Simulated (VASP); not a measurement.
# Ti2Cd (I4/mmm) in VASP: notebook

Ti2Cd is run at these levels: LDA; tasks: single point.

All numbers are computed with VASP 6.6.1; they aren't measurements. Logs are shortened: lines on timing, memory, paths and dates and some standing lists are left out, and cuts for length are marked.

### 1 The cell of the first run

It takes space group I4/mmm (No. 139, tetragonal). Conventional cell: a = 2.865 Å, b = 2.865 Å, c = 13.420 Å, α = 90.00°, β = 90.00°, γ = 90.00°. Ti (site symmetry 4mm) has 8 Ti at 2.84 to 2.87 Å and 4 Cd at 3.11 Å within 3.7 Å. Within 3.8 Å of Cd (site symmetry 4/mmm) lie 4 Cd at 2.87 Å and 8 Ti at 3.11 Å.

### 2 Single point, LDA

INCAR

```
ALGO     = Normal         # electronic algorithm
EDIFF    = 1E-6           # SCF threshold, eV
ENCUT    = 520            # plane-wave cutoff, eV
ISIF     = 2              # what is computed and relaxed
ISMEAR   = 1              # smearing method
LASPH    = T              # aspherical terms in the spheres
LCHARG   = T              # write CHGCAR
LELF     = T              # ELF
LREAL    = F              # projectors in reciprocal space
LVHAR    = T            
LWAVE    = F              # write WAVECAR
NBANDS   = 25             # bands
NELM     = 80             # most SCF steps
PREC     = Accurate       # precision mode
SIGMA    = 0.05           # smearing width, eV
```

KPOINTS

```
k-points
0
Gamma
  14 14 14
```

POSCAR

```
Ti2Cd
1.0
   -1.4325000000      1.4325000000      6.7100000000
    1.4325000000     -1.4325000000      6.7100000000
    1.4325000000      1.4325000000     -6.7100000000
Ti Cd
2 1
Direct
    0.3240000000      0.3240000000      0.0000000000
    0.6760000000      0.6760000000      0.0000000000
    0.0000000000      0.0000000000      0.0000000000
```

Potentials or basis: VASP PAW LDA potentials, release 64 (Ti_sv, Cd).

Started as:

```
$ cat potpaw_LDA.64/Ti_sv/POTCAR potpaw_LDA.64/Cd/POTCAR > POTCAR
$ mpirun -np 1 vasp_std > vasp.out
```

OUTCAR:

```text
EDIFF = 1E-6
   ENCUT = 520
   ISIF = 2
   ISMEAR = 1
   LASPH = T
   LREAL = F
   NELM = 80
   PREC = Accurate

 ion  position               nearest neighbor table
   1  0.324  0.324  0.000-   2 2.84   2 2.84   2 2.84   2 2.84   3 3.11   3 3.11   3 3.11   3 3.11

   2  0.676  0.676  0.000-   1 2.84   1 2.84   1 2.84   1 2.84   3 3.11   3 3.11   3 3.11   3 3.11

   3  0.000  0.000  0.000-   2 3.11   2 3.11   2 3.11   1 3.11   1 3.11   1 3.11   2 3.11   1 3.11

  LATTYP: Found a body centered tetragonal cell.
 ALAT       =     2.8650000000
 C/A-ratio  =     4.6841186736

  Lattice vectors:

 A1 = (  -1.4325000000,   1.4325000000,   6.7100000000)
 A2 = (   1.4325000000,  -1.4325000000,   6.7100000000)
 A3 = (   1.4325000000,   1.4325000000,  -6.7100000000)

Analysis of symmetry for initial positions (statically):
=====================================================================
 Subroutine PRICEL returns:
 Original cell was already a primitive cell.

 Routine SETGRP: Setting up the symmetry group for a
 body centered tetragonal supercell.

 Subroutine GETGRP returns: Found 16 space group operations
 (whereof 16 operations were pure point group operations)
 out of a pool of 16 trial point group operations.

The static configuration has the point symmetry D_4h.

Analysis of symmetry for dynamics (positions and initial velocities):
=====================================================================
 Subroutine PRICEL returns:
 Original cell was already a primitive cell.

 Routine SETGRP: Setting up the symmetry group for a
 body centered tetragonal supercell.

 Subroutine GETGRP returns: Found 16 space group operations
 (whereof 16 operations were pure point group operations)
 out of a pool of 16 trial point group operations.

The dynamic configuration has the point symmetry D_4h.

 Subroutine INISYM returns: Found 16 space group operations
 (whereof 16 operations are pure point group operations),
 and found     1 'primitive' translations

----------------------------------------------------------------------------------------

                                     Primitive cell

  volume of cell :      55.0772

  direct lattice vectors                    reciprocal lattice vectors
    -1.432500000  1.432500000  6.710000000     0.000000000  0.349040140  0.074515648
     1.432500000 -1.432500000  6.710000000     0.349040140  0.000000000  0.074515648
     1.432500000  1.432500000 -6.710000000     0.349040140  0.349040140  0.000000000

  length of vectors
     7.009152053  7.009152053  7.009152053     0.356905591  0.356905591  0.493617299

  position of ions in fractional coordinates (direct lattice)
     0.324000000  0.324000000  0.000000000
     0.676000000  0.676000000  0.000000000
     0.000000000  0.000000000  0.000000000

  ion indices of the primitive-cell ions
   primitive index   ion index
                 1           1
                 2           2
                 3           3

----------------------------------------------------------------------------------------

 KPOINTS: k-points

Automatic generation of k-mesh.
 Grid dimensions read from file:
 generate k-points for:   14   14   14

 Generating k-lattice:

  Cartesian coordinates                     Fractional coordinates (reciprocal lattice)
     0.000000000  0.024931439  0.005322546     0.071428571  0.000000000  0.000000000
     0.024931439  0.000000000  0.005322546     0.000000000  0.071428571  0.000000000
     0.024931439  0.024931439  0.000000000     0.000000000  0.000000000  0.071428571

  Length of vectors
     0.025493257  0.025493257  0.035258379

  Shift w.r.t. Gamma in fractional coordinates (k-lattice)
     0.000000000  0.000000000  0.000000000

 Subroutine IBZKPT returns following result:
 ===========================================

 Found    244 irreducible k-points:

 Following reciprocal coordinates:
            Coordinates               Weight
  0.000000  0.000000  0.000000      1.000000
  0.071429  0.000000  0.000000      8.000000
  0.142857  0.000000 -0.000000      8.000000
  0.214286  0.000000 -0.000000      8.000000
  0.285714  0.000000 -0.000000      8.000000
  0.357143  0.000000 -0.000000      8.000000
[... 16 lines left out ...]
  0.214286  0.142857 -0.000000     16.000000
  0.285714  0.142857 -0.000000     16.000000
 [... further k-points ...]
   k-points           NKPTS =    244   k-points in BZ     NKDIM =    244   number of bands    NBANDS=     25
   number of dos      NEDOS =    301   number of ions     NIONS =      3
   total plane-waves  NPLWV = 157464
   dimension x,y,z NGX =    54 NGY =   54 NGZ =   54
   dimension x,y,z NGXF=   108 NGYF=  108 NGZF=  108
   ions per type =               2   1
   NGX,Y,Z   is equivalent  to a cutoff of  12.81, 12.81, 12.81 a.u.
   NGXF,Y,Z  is equivalent  to a cutoff of  25.62, 25.62, 25.62 a.u.
 SYSTEM =  unknown system
   PREC   = accura    normal or accurate (medium, high low for compatibility)
   ISTART =      0    job   : 0-new  1-cont  2-samecut
   ICHARG =      2    charge: 1-file 2-atom 10-const
   ISPIN  =      1    spin polarized calculation?
   LNONCOLLINEAR =      F non collinear calculations
   LSORBIT =      F    spin-orbit coupling
   LASPH  =      T    aspherical Exc in radial PAW
   ENCUT  =  520.0 eV  38.22 Ry    6.18 a.u.  13.03 13.03 13.03*2*pi/ulx,y,z
   NELM   =     80;   NELMIN=  2; NELMDL= -5     # of ELM steps
   EDIFF  = 0.1E-05   stopping-criterion for ELM
   LREAL  =      F    real-space projection
   EDIFFG = 0.1E-04   stopping-criterion for IOM
   NSW    =      0    number of steps for IOM
   IBRION =     -1    ionic relax: 0-MD 1-quasi-New 2-CG
   NFREE  =      0    steps in history (QN), initial steepest desc. (CG)
   ISIF   =      2    stress and relaxation
   ISYM   =      2    0-nonsym 1-usesym 2-fastsym
   POTIM  = 0.5000    time-step for ionic-motion
   TEBEG  =    0.0;   TEEND  =   0.0 temperature during run
   PSTRESS=    0.0 pullay stress
   NELECT =      36.0000    total number of electrons
   NUPDOWN=      -1.0000    fix difference up-down
   EMIN   =  10.00;   EMAX   =-10.00  energy-range for DOS
   EFERMI =   0.00;   METHOD = LEGACY
   ISMEAR =     1;   SIGMA  =   0.05  broadening in eV -4-tet -1-fermi 0-gaus
   EFERMI_NEDOS =   21; number of points for ismear=-14 and -15
   IALGO  =     38    algorithm
   IMIX   =      4    mixing-type and parameters
     AMIX     =   0.40;   BMIX     =  1.00
     AMIX_MAG =   1.60;   BMIX_MAG =  1.00
  volume/ion in A,a.u.               =      18.36       123.89
  Fermi-wavevector in a.u.,A,eV,Ry     =   1.420752  2.684833 27.463869  2.018537
  Thomas-Fermi vector in A             =   2.541635
   LORBIT       =      0    0 simple, 1 ext, 2 COOP (PROOUT), +10 PAW based schemes
   GGA     = CA    functional components
   LHFCALC =     F    Hartree Fock is set to
   AEXX    =    0.0000 exact exchange contribution
   IVDW    =     0    specifies the selected vdW correction
   LEPSILON=     F    determine dielectric tensor
   LRPA    =     F    only Hartree local field effects (RPA)
 non-spin polarized calculation
 Methfessel and Paxton  Order N= 1 SIGMA  =   0.05
  energy-cutoff  :      520.00
  volume of cell :       55.08
 maximum number of plane-waves:      1516
 NGX is ok and might be reduce to    54
   NGX = 27   NGY = 27   NGZ = 27

 number of electron      36.0000000 magnetization

 Free energy of the ion-electron system (eV)
  ---------------------------------------------------
  ext. energy  EPLUGINS =         0.00000000
  ---------------------------------------------------
  free energy    TOTEN  =       -18.85106689 eV

  energy without entropy =      -18.85040326  energy(sigma->0) =      -18.85084568

 E-fermi :   6.1063     XC(G=0): -11.7517

 val. band max:        6.1062434620   @ k =  -0.4286   0.2857   0.0714
 cond. band min:       6.1063146122   @ k =   0.4286   0.4286   0.0714
 fundamental gap:      0.0000711503
 Fermi energy:         6.1062851159

 k-point     1 :       0.0000    0.0000    0.0000
  band No.  band energies     occupation
      1     -50.0961      2.00000
      2     -49.9855      2.00000
      3     -26.8435      2.00000
      4     -26.5322      2.00000
      5     -26.5322      2.00000
      6     -26.4601      2.00000
[... 17 lines left out ...]
     24       8.8845      0.00000
     25       8.8845      0.00000

 k-point     2 :       0.0714    0.0000    0.0000
  band No.  band energies     occupation
      1     -50.0923      2.00000
      2     -49.9844      2.00000
      3     -26.8398      2.00000
      4     -26.5661      2.00000
      5     -26.5285      2.00000
      6     -26.4478      2.00000
[... 17 lines left out ...]
     24       8.9584      0.00000
     25       9.0041      0.00000

 k-point     3 :       0.1429    0.0000   -0.0000
  band No.  band energies     occupation
      1     -50.0812      2.00000
      2     -49.9813      2.00000
      3     -26.8313      2.00000
      4     -26.6388      2.00000
      5     -26.5179      2.00000
      6     -26.4539      2.00000
[... 17 lines left out ...]
     24       9.0729      0.00000
     25       9.1201      0.00000

 k-point     4 :       0.2143    0.0000   -0.0000
  band No.  band energies     occupation
      1     -50.0645      2.00000
      2     -49.9776      2.00000
      3     -26.8276      2.00000
      4     -26.7282      2.00000
      5     -26.5191      2.00000
      6     -26.5017      2.00000
[... 17 lines left out ...]
     24       8.8837      0.00000
     25       9.2911      0.00000

 k-point     5 :       0.2857    0.0000   -0.0000
  band No.  band energies     occupation
      1     -50.0444      2.00000
      2     -49.9750      2.00000
      3     -26.8457      2.00000
      4     -26.8191      2.00000
      5     -26.5648      2.00000
      6     -26.4816      2.00000
[... 17 lines left out ...]
     24       8.7556      0.00000
     25       9.1935      0.00000

 k-point     6 :       0.3571    0.0000   -0.0000
  band No.  band energies     occupation
      1     -50.0236      2.00000
      2     -49.9752      2.00000
      3     -26.8958      2.00000
      4     -26.8904      2.00000
      5     -26.5711      2.00000
      6     -26.4627      2.00000
[... 17 lines left out ...]
     24       8.7354      0.00000
     25       9.1397      0.00000
[... 393 lines left out ...]
 k-point    21 :      -0.0714    0.0714    0.0000
  band No.  band energies     occupation
      1     -50.0884      2.00000
      2     -49.9832      2.00000
      3     -26.8361      2.00000
      4     -26.5699      2.00000
      5     -26.5531      2.00000
      6     -26.4372      2.00000
[... 17 lines left out ...]
     24       8.8455      0.00000
     25       9.1794      0.00000

 k-point    22 :       0.1429    0.1429   -0.0000
  band No.  band energies     occupation
      1     -50.0668      2.00000
      2     -49.9767      2.00000
      3     -26.8184      2.00000
      4     -26.6310      2.00000
      5     -26.6113      2.00000
      6     -26.4670      2.00000
[... 17 lines left out ...]
     24       8.7817      0.00000
     25       8.9386      0.00000

 k-point    23 :       0.2143    0.1429   -0.0000
  band No.  band energies     occupation
      1     -50.0508      2.00000
      2     -49.9724      2.00000
      3     -26.8136      2.00000
      4     -26.7097      2.00000
      5     -26.6025      2.00000
      6     -26.5230      2.00000
[... 17 lines left out ...]
     24       8.7938      0.00000
     25       8.9226      0.00000

 k-point    24 :       0.2857    0.1429   -0.0000
  band No.  band energies     occupation
      1     -50.0316      2.00000
      2     -49.9690      2.00000
      3     -26.8307      2.00000
      4     -26.7999      2.00000
      5     -26.5806      2.00000
      6     -26.5673      2.00000
[... 17 lines left out ...]
     24       8.8715      0.00000
     25       9.0034      0.00000

 [... further k-points ...]

------------------------ aborting loop because EDIFF is reached ----------------------------------------

  FORCE on cell =-STRESS in cart. coord.  units (eV):
  Direction    XX          YY          ZZ          XY          YZ          ZX
  --------------------------------------------------------------------------------------
  -------------------------------------------------------------------------------------
  Total       -2.7656321     -2.7656321     -2.5885000      0.0000000      0.0000000     -0.0000000
  in kB      -80.4513286    -80.4513286    -75.2986130      0.0000000      0.0000000     -0.0000000
  external PRESSURE =     -78.7337567 kB  Pullay stress =       0.0000000 kB

 VOLUME and BASIS-vectors are now :
 -----------------------------------------------------------------------------
  energy-cutoff  :      520.00
  volume of cell :       55.08
      direct lattice vectors                 reciprocal lattice vectors
    -1.432500000  1.432500000  6.710000000     0.000000000  0.349040140  0.074515648
     1.432500000 -1.432500000  6.710000000     0.349040140  0.000000000  0.074515648
     1.432500000  1.432500000 -6.710000000     0.349040140  0.349040140  0.000000000

 POSITION                                       TOTAL-FORCE (eV/Angst)
 -----------------------------------------------------------------------------------
      0.00000      0.00000      4.34808         0.000000      0.000000     -0.325882
      0.00000      0.00000      9.07192         0.000000      0.000000      0.325882
      0.00000      0.00000      0.00000        -0.000000     -0.000000      0.000000
 -----------------------------------------------------------------------------------
    total drift:                                0.000000     -0.000000      0.000000

  FREE ENERGIE OF THE ION-ELECTRON SYSTEM (eV)
  ---------------------------------------------------
  free  energy   TOTEN  =       -18.8510668927 eV

  energy  without entropy=      -18.8504032616  energy(sigma->0) =      -18.85084568
```

Run time: 15 min. Hardware: 1 thread of Intel Xeon Platinum 8488C (Sapphire Rapids), shared host; peak memory 0.54 GiB.

Results:

| Quantity | Value |
| --- | --- |
| Free energy | -18.8511 eV |
| Pressure | -7.9 GPa |
| Largest force | 0.326 eV/Å |
| Band gap on the k mesh | zero (bands 18 and 19 overlap by 0.45 eV) |

Forces on the atoms (eV/Å):
```
Ti   0.000  0.000 -0.326
Ti   0.000  0.000  0.326
Cd   0.000  0.000  0.000
```

Caveat: the cell stands under tension.

[end of part 1 of 2]
